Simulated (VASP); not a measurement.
Write the native input for VASP 6.6.1 that does the following.

| Property | Result |
| --- | --- |
| Task | single point |
| Functional | LDA |
| Potentials or basis | VASP PAW LDA potentials, release 64 (Cu) |
| Cutoff | 520 eV |
| k mesh | 12 × 12 × 12 |
| Occupations | fermi-dirac, width 0.06 eV |
| Spin | no spin polarisation |
| Dipole correction | no |
| Further INCAR settings | ALGO = Normal; EDIFF = 1e-06; NBANDS = 12 |

The structure of Cu lies in POSCAR:

```
Cu
1.0
    0.0000000000      1.7730200000      1.7730200000
    1.7730200000      0.0000000000      1.7730200000
    1.7730200000      1.7730200000      0.0000000000
Cu
1
Direct
    0.0000000000      0.0000000000      0.0000000000
```

One way to write it, as run:

INCAR

```
SYSTEM = Cu
ALGO = Normal ; EDIFF = 1E-6
ENCUT = 520 ; GGA = CA
ISIF = 2 ; ISMEAR = -1
LASPH = .TRUE. ; LCHARG = .FALSE.
LREAL = .FALSE. ; LWAVE = .FALSE.
NBANDS = 12 ; NELM = 60
PREC = Accurate ; SIGMA = 0.06
```

KPOINTS

```
k-points
0
G
  12 12 12
  0 0 0
```

Potentials or basis: VASP PAW LDA potentials, release 64 (Cu).

Command:

```sh
$ cat potpaw_LDA.64/Cu/POTCAR > POTCAR
$ mpirun -np 1 vasp_std > vasp.out
```

Results of the run:

The pressure is -3.4 GPa.

It took 5.5 s on 1 thread of Intel(R) Xeon(R) Platinum 8559C (Emerald Rapids), with other jobs on the host, peak memory 0.12 GiB.
